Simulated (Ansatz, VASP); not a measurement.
**Ti in VASP and in Ansatz**

```
Ti
1.0
    -1.64100    1.64100    1.64100
     1.64100   -1.64100    1.64100
     1.64100    1.64100   -1.64100
Ti
1
Direct
  0.00000 0.00000 0.00000
```

Alike in both runs: functional pbe exchange, pbesol correlation; k mesh 8 × 8 × 8; occupations fermi-dirac, width 0.05 eV; non-collinear spin, spin-orbit coupling.

|  | VASP | Ansatz |
| --- | --- | --- |
| version | VASP 6.6.1 | Ansatz 0.2.0 |
| potentials or method | VASP PAW PBE potentials, release 64 (Ti_sv), cutoff 500 eV | all-electron LAPW, relativistic spinors |
| task | single point | projected density of states |

Ansatz gave:

* pressure (GPa): -2.6
* net moment per atom (μB): 0.00

Task: What did VASP give for the same quantities?

Result: Pressure (GPa): -2.8; net moment per atom (μB): 0.00.

VASP's potentials were made for PBE, not for pbe exchange, pbesol correlation. Ansatz ran all-electron here, and VASP with PAW potentials.

Noted on Ansatz's run: the k mesh is thin for a metal, which can move the energy by tens of meV per atom.
